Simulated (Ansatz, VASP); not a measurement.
One calculation of MgTl4, two programs

```
CELL_PARAMETERS angstrom
5.63002 0.00000 0.00000
-2.81501 4.87574 0.00000
0.00000 0.00000 5.59221
ATOMIC_POSITIONS crystal
Mg 0.00000 0.00000 0.50000
Tl 0.50000 0.00000 0.50000
Tl 0.00000 0.50000 0.50000
Tl 0.50000 0.50000 0.50000
Tl 0.00000 0.00000 0.00000
```

Alike in both runs: task relaxation of cell and atoms; functional PBE; k mesh 6 × 6 × 4; occupations gaussian, width 0.1 eV; no spin polarisation.

```csv
,VASP,Ansatz
version,VASP 6.6.1,Ansatz 0.2.0
potentials or method,"VASP PAW PBE potentials, release 64 (Mg, Tl_d), cutoff 600 eV","scalar-relativistic, plane waves, PAW"
valence electrons in the cell,54,62
```

|  | VASP | Ansatz | Ansatz less VASP |
| --- | --- | --- | --- |
| gap on the k mesh at the Fermi level, each at its own relaxed structure (eV) | none | none | - |
| relaxed volume (Å³/atom) | 40.09 | 39.97 | -0.120 |
| relaxed length of the cell vector where the two differ most in proportion (Å) | 5.686 | 5.712 | +0.0258 |

A gap of «none» marks a metal or a gap that the smearing closes. VASP's potentials hold 54 valence electrons a cell and Ansatz's 62, so a difference there can come from the potentials and not from the codes.

Spin-orbit coupling is off throughout. Noted on VASP's run: the volume moved by over 15 % at a fixed basis, so the end points are rough.
